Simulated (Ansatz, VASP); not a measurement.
B: VASP beside Ansatz

```
B
1.0
     2.32910    0.00000    0.00000
    -1.16455    2.01706    0.00000
     0.00000    0.00000    5.46044
B
4
Cartesian
  0.0000 0.0000 0.0000
  0.0000 0.0000 2.7302
  0.0000 1.3447 4.0953
  1.1646 0.6724 1.3651
```

Alike in both runs: functional r2SCAN; k mesh 24 × 24 × 8; occupations gaussian, width 0.1 eV; no spin polarisation.

Ansatz relaxed the structure, and its values are those at the end. VASP's run is a single point on that final structure, the one shown.

|  | VASP | Ansatz |
| --- | --- | --- |
| version | VASP 6.6.1 | Ansatz 0.2.0 |
| potentials or method | VASP PAW PBE potentials, release 64 (B), cutoff 520 eV | scalar-relativistic, plane waves, PAW |
| valence electrons in the cell | 12 | 12 |

|  | VASP | Ansatz | Ansatz less VASP |
| --- | --- | --- | --- |
| gap on the k mesh at the Fermi level (eV) | none | none | - |
| pressure (GPa) | 0.0 | 0.0 | +0.04 |

VASP's potentials were made for PBE, not for r2SCAN. A gap of «none» marks a metal or a gap that the smearing closes. With one functional, cell and mesh, what is left measures potentials, basis and numerics.
